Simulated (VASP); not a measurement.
Here is a VASP 6.6.1 calculation.

The input INCAR:

```
PREC = Accurate
ENCUT = 520
EDIFF = 1E-6
ISMEAR = 0
SIGMA = 0.1
LREAL = F
LASPH = T
NELM = 80
ALGO = Normal
ISIF = 2
LWAVE = F
LCHARG = T
GGA = PE
LELF = T
LVHAR = T
NBANDS = 38
```

KPOINTS

```
regular mesh
0
Gamma
  4 4 4
```

POSCAR

```
Bi3Mo
1.0
   -3.0466764000      3.0466764000      3.0466764000
    3.0466764000     -3.0466764000      3.0466764000
    3.0466764000      3.0466764000     -3.0466764000
Bi Mo
3 1
Direct
    0.0000000000      0.5000000000      0.5000000000
    0.5000000000      0.0000000000      0.5000000000
    0.5000000000      0.5000000000      0.0000000000
    0.0000000000      0.0000000000      0.0000000000
```

Potentials or basis: VASP PAW PBE potentials, release 64 (Bi_d, Mo_sv).

The run is started by

```bash
$ cat potpaw_PBE.64/Bi_d/POTCAR potpaw_PBE.64/Mo_sv/POTCAR > POTCAR
$ mpirun -np 1 vasp_std > vasp.out
```

(1) Estimate the pressure.

## Answers

(1) 1.1 GPa.

Caveat: the k points lie up to 0.36 Å⁻¹ apart.
